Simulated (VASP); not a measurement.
# FeO (Fm-3m) in VASP: further runs

FeO is run at these levels: PBE; tasks: electric field gradients.

Program: VASP 6.6.1. These are calculated values, not measurements. Logs are shortened: lines on timing, memory, paths and dates and some standing lists are left out, and cuts for length are marked.

**Measured values to compare with.**

“W\"ustite: Electric, thermodynamic and optical properties of FeO”, 2012, arxiv:1203.1201 quotes, for a bulk crystal of FeO: band gap 2.4 eV (optical).

How close the calculation comes is told below.

## Step 1: The cell of the first run

The structure is cubic, space group Fm-3m (No. 225). The conventional cell has a = 4.238 Å, b = 4.238 Å, c = 4.238 Å, α = 90.00°, β = 90.00°, γ = 90.00°. Within 2.8 Å of Fe (site symmetry m-3m) lie 6 O at 2.12 Å. Within 2.8 Å of O (site symmetry m-3m) lie 6 Fe at 2.12 Å.

## Step 2: Electric field gradients, PBE, collinear spin, ferromagnetic start (9.51 Å³/atom)

Contents of INCAR:

```
PREC = Accurate
ENCUT = 520
EDIFF = 1E-8
ISMEAR = -1
SIGMA = 0.03
LREAL = F
LASPH = T
NELM = 150
ALGO = Normal
ISIF = 2
LWAVE = F
LCHARG = F
ISPIN = 2
MAGMOM = 3 0
LORBIT = 11
LMAXMIX = 4
GGA = PE
LEFG = T
NBANDS = 18
```

Contents of KPOINTS:

```
regular mesh
0
Gamma
  15 15 15
```

Contents of POSCAR:

```
FeO
1.0
    0.0000000000      2.1188607378      2.1188607378
    2.1188607378      0.0000000000      2.1188607378
    2.1188607378      2.1188607378      0.0000000000
Fe O
1 1
Direct
    0.0000000000      0.0000000000      0.0000000000
    0.5000000000      0.5000000000      0.5000000000
```

Potentials or basis: VASP PAW PBE potentials, release 64 (Fe, O).

Started as:

```console
> cat potpaw_PBE.64/Fe/POTCAR potpaw_PBE.64/O/POTCAR > POTCAR
> mpirun -np 1 vasp_std > vasp.out
```

OUTCAR:

```text
PREC = Accurate
   ENCUT = 520
   EDIFF = 1E-8
   ISMEAR = -1
   LREAL = F
   LASPH = T
   NELM = 150
   ISIF = 2
   ISPIN = 2
   LORBIT = 11
   GGA = PE

 ion  position               nearest neighbor table
   1  0.000  0.000  0.000-   2 2.12   2 2.12   2 2.12   2 2.12   2 2.12   2 2.12
   2  0.500  0.500  0.500-   1 2.12   1 2.12   1 2.12   1 2.12   1 2.12   1 2.12

  LATTYP: Found a face centered cubic cell.
 ALAT       =     4.2377214756

  Lattice vectors:

 A1 = (   0.0000000000,   2.1188607378,   2.1188607378)
 A2 = (   2.1188607378,   0.0000000000,   2.1188607378)
 A3 = (   2.1188607378,   2.1188607378,   0.0000000000)

Analysis of symmetry for initial positions (statically):
=====================================================================
 Subroutine PRICEL returns:
 Original cell was already a primitive cell.

 Routine SETGRP: Setting up the symmetry group for a
 face centered cubic supercell.

 Subroutine GETGRP returns: Found 48 space group operations
 (whereof 48 operations were pure point group operations)
 out of a pool of 48 trial point group operations.

The static configuration has the point symmetry O_h .

Analysis of symmetry for dynamics (positions and initial velocities):
=====================================================================
 Subroutine PRICEL returns:
 Original cell was already a primitive cell.

 Routine SETGRP: Setting up the symmetry group for a
 face centered cubic supercell.

 Subroutine GETGRP returns: Found 48 space group operations
 (whereof 48 operations were pure point group operations)
 out of a pool of 48 trial point group operations.

The dynamic configuration has the point symmetry O_h .

Analysis of structural, dynamic, and magnetic symmetry:
=====================================================================
 Subroutine PRICEL returns:
 Original cell was already a primitive cell.

 Routine SETGRP: Setting up the symmetry group for a
 face centered cubic supercell.

 Subroutine GETGRP returns: Found 48 space group operations
 (whereof 48 operations were pure point group operations)
 out of a pool of 48 trial point group operations.

The overall configuration has the point symmetry O_h .

 Subroutine INISYM returns: Found 48 space group operations
 (whereof 48 operations are pure point group operations),
 and found     1 'primitive' translations

----------------------------------------------------------------------------------------

                                     Primitive cell

  volume of cell :      19.0256

  direct lattice vectors                    reciprocal lattice vectors
     0.000000000  2.118860738  2.118860738    -0.235975867  0.235975867  0.235975867
     2.118860738  0.000000000  2.118860738     0.235975867 -0.235975867  0.235975867
     2.118860738  2.118860738  0.000000000     0.235975867  0.235975867 -0.235975867

  length of vectors
     2.996521592  2.996521592  2.996521592     0.408722191  0.408722191  0.408722191

  position of ions in fractional coordinates (direct lattice)
     0.000000000  0.000000000  0.000000000
     0.500000000  0.500000000  0.500000000

  ion indices of the primitive-cell ions
   primitive index   ion index
                 1           1
                 2           2

----------------------------------------------------------------------------------------

 KPOINTS: regular mesh

Automatic generation of k-mesh.
 Grid dimensions read from file:
 generate k-points for:   15   15   15

 Generating k-lattice:

  Cartesian coordinates                     Fractional coordinates (reciprocal lattice)
    -0.015731724  0.015731724  0.015731724     0.066666667  0.000000000  0.000000000
[... 57 lines left out ...]
   ENCUT  =  520.0 eV  38.22 Ry    6.18 a.u.   5.57  5.57  5.57*2*pi/ulx,y,z
   NELM   =    150;   NELMIN=  2; NELMDL= -5     # of ELM steps
   EDIFF  = 0.1E-07   stopping-criterion for ELM
   LREAL  =      F    real-space projection
   EDIFFG = 0.1E-06   stopping-criterion for IOM
   NSW    =      0    number of steps for IOM
   IBRION =     -1    ionic relax: 0-MD 1-quasi-New 2-CG
   NFREE  =      0    steps in history (QN), initial steepest desc. (CG)
   ISIF   =      2    stress and relaxation
   ISYM   =      2    0-nonsym 1-usesym 2-fastsym
   POTIM  = 0.5000    time-step for ionic-motion
   TEBEG  =    0.0;   TEEND  =   0.0 temperature during run
   PSTRESS=    0.0 pullay stress
   NELECT =      14.0000    total number of electrons
   NUPDOWN=      -1.0000    fix difference up-down
   EMIN   =  10.00;   EMAX   =-10.00  energy-range for DOS
   EFERMI =   0.00;   METHOD = LEGACY
   ISMEAR =    -1;   SIGMA  =   0.03  broadening in eV -4-tet -1-fermi 0-gaus
   EFERMI_NEDOS =   21; number of points for ismear=-14 and -15
   IALGO  =     38    algorithm
   IMIX   =      4    mixing-type and parameters
     AMIX     =   0.40;   BMIX     =  1.00
     AMIX_MAG =   1.60;   BMIX_MAG =  1.00
  volume/ion in A,a.u.               =       9.51        64.20
  Fermi-wavevector in a.u.,A,eV,Ry     =   1.477991  2.792998 29.721344  2.184457
  Thomas-Fermi vector in A             =   2.592327
   LORBIT       =     11    0 simple, 1 ext, 2 COOP (PROOUT), +10 PAW based schemes
   GGA     = PE    functional components
   LHFCALC =     F    Hartree Fock is set to
   AEXX    =    0.0000 exact exchange contribution
   IVDW    =     0    specifies the selected vdW correction
   LEPSILON=     F    determine dielectric tensor
   LRPA    =     F    only Hartree local field effects (RPA)
 spin polarized calculation
  energy-cutoff  :      520.00
  volume of cell :       19.03
 maximum number of plane-waves:       533
   NGX = 11   NGY = 11   NGZ = 11

 number of electron      14.0000000 magnetization       3.9999298

 Free energy of the ion-electron system (eV)
  ---------------------------------------------------
  ext. energy  EPLUGINS =         0.00000000
  ---------------------------------------------------
  free energy    TOTEN  =       -14.90120201 eV

  energy without entropy =      -14.89782622  energy(sigma->0) =      -14.89951411

 E-fermi :   6.7613     XC(G=0): -12.4502

 val. band max:        6.7604650918   @ k =   0.4000   0.0667   0.0000
 cond. band min:       6.7638384678   @ k =  -0.2667   0.2000   0.0000
 fundamental gap:      0.0033733761
 Fermi energy:         6.7613080723

 spin component 1

 k-point     1 :       0.0000    0.0000    0.0000
  band No.  band energies     occupation
      1     -14.3815      1.00000
      2       2.7905      1.00000
      3       2.7905      1.00000
      4       2.7905      1.00000
      5       2.8376      1.00000
      6       2.8376      1.00000
[... 493 lines left out ...]
     17      32.1229      0.00000
     18      33.1710      0.00000

 [... further k-points ...]

 spin component 2

 k-point     1 :       0.0000    0.0000    0.0000
  band No.  band energies     occupation
      1     -13.8295      1.00000
      2       3.3738      1.00000
      3       3.3738      1.00000
      4       3.3738      1.00000
      5       5.9615      1.00000
      6       5.9617      1.00000
[... 493 lines left out ...]
     17      33.4327      0.00000
     18      34.4643      0.00000

 [... further k-points ...]

------------------------ aborting loop because EDIFF is reached ----------------------------------------

  FORCE on cell =-STRESS in cart. coord.  units (eV):
  Direction    XX          YY          ZZ          XY          YZ          ZX
  --------------------------------------------------------------------------------------
  -------------------------------------------------------------------------------------
  Total        1.2571063      1.2571063      1.2571063      0.0000000      0.0000000      0.0000000
  in kB      105.8632811    105.8632811    105.8632811      0.0000000      0.0000000      0.0000000
  external PRESSURE =     105.8632811 kB  Pullay stress =       0.0000000 kB

 VOLUME and BASIS-vectors are now :
 -----------------------------------------------------------------------------
  energy-cutoff  :      520.00
  volume of cell :       19.03
      direct lattice vectors                 reciprocal lattice vectors
     0.000000000  2.118860738  2.118860738    -0.235975867  0.235975867  0.235975867
     2.118860738  0.000000000  2.118860738     0.235975867 -0.235975867  0.235975867
     2.118860738  2.118860738  0.000000000     0.235975867  0.235975867 -0.235975867

 POSITION                                       TOTAL-FORCE (eV/Angst)
 -----------------------------------------------------------------------------------
      0.00000      0.00000      0.00000         0.000000      0.000000      0.000000
      2.11886      2.11886      2.11886        -0.000000     -0.000000     -0.000000
 -----------------------------------------------------------------------------------
    total drift:                                0.000000     -0.000000     -0.000000

  FREE ENERGIE OF THE ION-ELECTRON SYSTEM (eV)
  ---------------------------------------------------
  free  energy   TOTEN  =       -14.9012020052 eV

  energy  without entropy=      -14.8978262167  energy(sigma->0) =      -14.89951411

 Electric field gradients (V/A^2)
---------------------------------------------------------------------
 ion       V_xx      V_yy      V_zz      V_xy      V_xz      V_yz
---------------------------------------------------------------------
   1      -0.000     0.000    -0.000    -0.000    -0.000    -0.000
   2       0.000     0.000    -0.000    -0.002    -0.002    -0.002
---------------------------------------------------------------------

 Electric field gradients after diagonalization (V/A^2)
 (convention: |V_zz| > |V_xx| > |V_yy|)
----------------------------------------------------------------------
 ion       V_xx      V_yy      V_zz     asymmetry (V_yy - V_xx)/ V_zz
----------------------------------------------------------------------
   1       0.000     0.000    -0.000       0.000
   2       0.002     0.002    -0.004       0.000
----------------------------------------------------------------------

           NMR quadrupolar parameters

 Cq : quadrupolar parameter    Cq=e*Q*V_zz/h
 eta: asymmetry parameters     (V_yy - V_xx)/ V_zz
 Q  : nuclear electric quadrupole moment in mb (millibarn)
----------------------------------------------------------------------
 ion       Cq(MHz)       eta       Q (mb)
----------------------------------------------------------------------
   1      -0.000       0.000       1.000
   2      -0.000       0.000       1.000
----------------------------------------------------------------------

 total charge

# of ion       s       p       d       tot
------------------------------------------
    1        0.302   0.395   6.124   6.821
    2        1.557   3.466   0.000   5.023
--------------------------------------------------
tot          1.859   3.861   6.124  11.843

 magnetization (x)

# of ion       s       p       d       tot
------------------------------------------
    1        0.027   0.022   3.561   3.611
    2        0.032   0.280   0.000   0.312
--------------------------------------------------
tot          0.059   0.303   3.561   3.923
```

Wall time 2.3 min (1 thread of Intel Xeon 8259CL, shared host); peak memory 0.2 GiB.

Results:

| Item | Value |
| --- | --- |
| Free energy | -14.9012 eV |
| Pressure | 10.6 GPa |
| Band gap on the k mesh | zero (filled and empty bands overlap) |
| Net moment | 4.00 μB per cell |
| Site moments | Fe +3.61; O +0.31 μB |
| Largest electric field gradient by atom | under 0.05 V/Å² on every atom |
| Valence electrons inside the program's atomic spheres | Fe 6.82; O 5.02 |

Levels at points of the mesh, in eV from the Fermi level:
Spin up:
| k point | band 5 | band 6 | band 7 | band 8 | band 9 | band 10 | band 11 | band 12 | band 13 | band 14 |
| --- | --- | --- | --- | --- | --- | --- | --- | --- | --- | --- |
| (0.00, 0.00, 0.00) | -3.92 | -3.92 | -3.92 | -3.68 | -3.68 | 0.40 | 15.66 | 17.48 | 17.48 | 17.48 |
Spin down:
| k point | band 3 | band 4 | band 5 | band 6 | band 7 | band 8 |
| --- | --- | --- | --- | --- | --- | --- |
| (0.00, 0.00, 0.00) | -3.39 | -3.39 | -0.80 | -0.80 | -0.80 | 0.18 |

Caveat: the cell stands under pressure; a cell with one magnetic atom can't hold antiferromagnetic order, which such compounds often take; semilocal functionals often make such compounds metallic where correlation or magnetic order opens a gap, which also shifts bond lengths.

## Step 3: Electric field gradients, PBE, collinear spin, ferromagnetic start (9.76 Å³/atom)

This run uses another cell than the first one, of 9.76 Å³/atom.

Contents of INCAR:

```
SYSTEM = FeO
  PREC = Accurate
  ENCUT = 520
  EDIFF = 1E-8
  ISMEAR = -1
  SIGMA = 0.03
  LREAL = .FALSE.
  LASPH = .TRUE.
  NELM = 150
  ALGO = Normal
  ISIF = 2
  LWAVE = .FALSE.
  LCHARG = .FALSE.
  ISPIN = 2
  MAGMOM = 3 0
  LORBIT = 11
  LMAXMIX = 4
  GGA = PE
  LEFG = .TRUE.
  NBANDS = 18
```

Contents of KPOINTS:

```
Automatic mesh
0
G
  15 15 15
  0 0 0
```

Contents of POSCAR:

```
FeO
1.0
    0.0000000000      2.1372865386      2.1372865386
    2.1372865386      0.0000000000      2.1372865386
    2.1372865386      2.1372865386      0.0000000000
Fe O
1 1
Direct
    0.0000000000      0.0000000000      0.0000000000
    0.5000000000      0.5000000000      0.5000000000
```

Potentials or basis: VASP PAW PBE potentials, release 64 (Fe, O).

Started as:

```console
> cat potpaw_PBE.64/Fe/POTCAR potpaw_PBE.64/O/POTCAR > POTCAR
> mpirun -np 1 vasp_std > vasp.out
```

OUTCAR:

```text
SYSTEM = FeO
   PREC = Accurate
   ENCUT = 520
   EDIFF = 1E-8
   ISMEAR = -1
   LREAL = .FALSE.
   LASPH = .TRUE.
   NELM = 150
   ISIF = 2
   ISPIN = 2
   LORBIT = 11
   GGA = PE

 ion  position               nearest neighbor table
   1  0.000  0.000  0.000-   2 2.14   2 2.14   2 2.14   2 2.14   2 2.14   2 2.14
   2  0.500  0.500  0.500-   1 2.14   1 2.14   1 2.14   1 2.14   1 2.14   1 2.14

  LATTYP: Found a face centered cubic cell.
 ALAT       =     4.2745730772

  Lattice vectors:

 A1 = (   0.0000000000,   2.1372865386,   2.1372865386)
 A2 = (   2.1372865386,   0.0000000000,   2.1372865386)
 A3 = (   2.1372865386,   2.1372865386,   0.0000000000)

Analysis of symmetry for initial positions (statically):
=====================================================================
 Subroutine PRICEL returns:
 Original cell was already a primitive cell.

 Routine SETGRP: Setting up the symmetry group for a
 face centered cubic supercell.

 Subroutine GETGRP returns: Found 48 space group operations
 (whereof 48 operations were pure point group operations)
 out of a pool of 48 trial point group operations.
[... 1223 lines left out ...]
    total drift:                                0.000000     -0.000000      0.000000

  FREE ENERGIE OF THE ION-ELECTRON SYSTEM (eV)
  ---------------------------------------------------
  free  energy   TOTEN  =       -14.9256928845 eV

  energy  without entropy=      -14.9221651073  energy(sigma->0) =      -14.92392900

 Electric field gradients (V/A^2)
---------------------------------------------------------------------
 ion       V_xx      V_yy      V_zz      V_xy      V_xz      V_yz
---------------------------------------------------------------------
   1      -0.000     0.000     0.000    -0.001    -0.001    -0.001
   2      -0.000    -0.000    -0.000    -0.002    -0.002    -0.002
---------------------------------------------------------------------

 Electric field gradients after diagonalization (V/A^2)
 (convention: |V_zz| > |V_xx| > |V_yy|)
----------------------------------------------------------------------
 ion       V_xx      V_yy      V_zz     asymmetry (V_yy - V_xx)/ V_zz
----------------------------------------------------------------------
   1       0.001     0.001    -0.002       0.000
   2       0.002     0.002    -0.004       0.000
----------------------------------------------------------------------

           NMR quadrupolar parameters

 Cq : quadrupolar parameter    Cq=e*Q*V_zz/h
 eta: asymmetry parameters     (V_yy - V_xx)/ V_zz
 Q  : nuclear electric quadrupole moment in mb (millibarn)
----------------------------------------------------------------------
 ion       Cq(MHz)       eta       Q (mb)
----------------------------------------------------------------------
   1      -0.000       0.000       1.000
   2      -0.000       0.000       1.000
----------------------------------------------------------------------

 total charge

# of ion       s       p       d       tot
------------------------------------------
    1        0.295   0.376   6.104   6.774
    2        1.556   3.451   0.000   5.008
--------------------------------------------------
tot          1.851   3.827   6.104  11.782

 magnetization (x)

# of ion       s       p       d       tot
------------------------------------------
    1        0.027   0.022   3.566   3.615
    2        0.031   0.276   0.000   0.307
--------------------------------------------------
tot          0.058   0.298   3.566   3.922
```

OSZICAR:

```text
N       E                     dE             d eps       ncg     rms          rms(c)
DAV:   1     0.689470639799E+02    0.68947E+02   -0.67368E+03  9360   0.906E+02
DAV:   2    -0.127972410854E+02   -0.81744E+02   -0.69671E+02  8844   0.206E+02
DAV:   3    -0.172741527731E+02   -0.44769E+01   -0.43223E+01 10222   0.513E+01
DAV:   4    -0.173052623331E+02   -0.31110E-01   -0.31091E-01 10446   0.412E+00
DAV:   5    -0.173054725000E+02   -0.21017E-03   -0.21016E-03 10310   0.349E-01    0.178E+01
DAV:   6    -0.155256874976E+02    0.17798E+01   -0.14258E+01 11602   0.551E+01    0.197E+01
DAV:   7    -0.149573575498E+02    0.56833E+00   -0.26836E+00 11192   0.319E+01    0.972E+00
DAV:   8    -0.149439817178E+02    0.13376E-01   -0.14893E-01 10856   0.403E+00    0.548E+00
DAV:   9    -0.149272355625E+02    0.16746E-01   -0.62416E-02 13736   0.384E+00    0.107E+00
DAV:  10    -0.149252624995E+02    0.19731E-02   -0.17204E-02 11756   0.268E+00    0.193E-01
DAV:  11    -0.149256654645E+02   -0.40296E-03   -0.21869E-03 10832   0.406E-01    0.614E-02
DAV:  12    -0.149256764324E+02   -0.10968E-04   -0.29647E-05 10648   0.502E-02    0.415E-02
DAV:  13    -0.149256907806E+02   -0.14348E-04   -0.18087E-05 11400   0.514E-02    0.138E-02
DAV:  14    -0.149256931421E+02   -0.23615E-05   -0.25970E-06  9642   0.135E-02    0.613E-03
DAV:  15    -0.149256929841E+02    0.15802E-06   -0.21260E-07 12146   0.442E-03    0.276E-03
DAV:  16    -0.149256929001E+02    0.83960E-07   -0.16559E-07 10332   0.382E-03    0.164E-03
DAV:  17    -0.149256928872E+02    0.12874E-07   -0.46618E-08 10830   0.218E-03    0.521E-04
DAV:  18    -0.149256928845E+02    0.26764E-08   -0.71367E-09  4904   0.126E-03
   1 F= -.14925693E+02 E0= -.14923929E+02  d E =-.352778E-02  mag=     4.0000
```

stdout:

```text
POSCAR found type information on POSCAR FeO
 POSCAR found :  2 types and       2 ions
 scaLAPACK will be used
 LDA part: xc-table for (Slater+PW92), standard interpolation
 POSCAR, INCAR and KPOINTS ok, starting setup
 FFT: planning ... GRIDC
 FFT: planning ... GRID_SOFT
 FFT: planning ... GRID
 WAVECAR not read
 entering main loop
ion   1

ion   2
```

It took 2.5 min on 1 thread of Intel Xeon 8259CL, shared host; peak memory 0.2 GiB.

Results:

```yaml
Free_energy: -14.9257 eV
Pressure: 4.8 GPa
Band_gap_on_the_k_mesh: zero (filled and empty bands overlap)
Net_moment: 4.00 μB per cell
Site_moments: Fe +3.62; O +0.31 μB
Largest_electric_field_gradient_by_atom: under 0.05 V/Å² on every atom
Valence_electrons_inside_the_program's_atomic_spheres: Fe 6.77; O 5.01
```

Caveat: the cell stands under pressure; a cell with one magnetic atom can't hold antiferromagnetic order, which such compounds often take; semilocal functionals often make such compounds metallic where correlation or magnetic order opens a gap, which also shifts bond lengths.

[end of part 1 of 2]
